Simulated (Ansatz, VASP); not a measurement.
NaCl: VASP beside Ansatz

Contents of INCAR:

```
SYSTEM = NaCl
PREC = Accurate
ENCUT = 520
EDIFF = 1E-8
ISMEAR = -1
SIGMA = 0.03
LREAL = .False.
LASPH = .True.
NELM = 100
ALGO = Normal
ISIF = 2
LWAVE = .False.
LCHARG = .False.
GGA = PE
LEFG = .True.
NBANDS = 14
```

File KPOINTS:

```
regular mesh
0
Gamma
  9 9 9
  0 0 0
```

POSCAR

```
NaCl
1.0
    2.8600000000      0.0000000000      0.0000000000
    0.0000000000      2.8600000000      0.0000000000
    0.0000000000      0.0000000000      2.8600000000
Na Cl
1 1
Direct
    0.0000000000      0.0000000000      0.0000000000
    0.5000000000      0.5000000000      0.5000000000
```

Input for Ansatz:

```yaml
crystal:
  lattice:
    - [2.86, 0.0, 0.0]
    - [0.0, 2.86, 0.0]
    - [0.0, 0.0, 2.86]
  atoms:
    - { symbol: Na, position: [0.0, 0.0, 0.0] }
    - { symbol: Cl, position: [0.5, 0.5, 0.5] }
kpoints:
  mp_grid: { grid: [9, 9, 9] }
  band_path:
    path:
      - [0.0, 0.0, 0.0]
      - [0.0, 0.5, 0.0]
      - [0.5, 0.5, 0.0]
      - [0.0, 0.0, 0.0]
      - [0.5, 0.5, 0.5]
      - [0.0, 0.5, 0.0]
      - [0.5, 0.5, 0.5]
      - [0.5, 0.5, 0.0]
    npoints: 8
scf:
  occupations: { method: fermi_dirac, width: 0.03 }
hamiltonian:
  xc: pbe
  pseudopotentials: { kind: paw }
output:
  forces: true
  stress: true
  eigenvalues: true
  efg: { contact_densities: true }
  populations: true
  bader: true
  dos: { projected: true, de: 0.2, e_range: [-14, 8] }
```

Alike in both runs: task electric field gradients; functional PBE; k mesh 9 × 9 × 9; occupations fermi-dirac, width 0.03 eV; no spin polarisation.

|  | VASP | Ansatz |
| --- | --- | --- |
| version | VASP 6.6.1 | Ansatz 0.2.0 |
| potentials or method | VASP PAW PBE potentials, release 64 (Na_pv, Cl) | PAW with Ansatz's default frozen-core files, scalar-relativistic |
| plane-wave cutoff (eV) | 520 | 420 |
| valence electrons in the cell | 14 | 16 |

```tsv
	VASP	Ansatz	Ansatz less VASP
gap on the k mesh at the Fermi level (eV)	4.77	4.72	-0.049
```

VASP's potentials hold 14 valence electrons a cell and Ansatz's 16, so a difference there can come from the potentials and not from the codes.
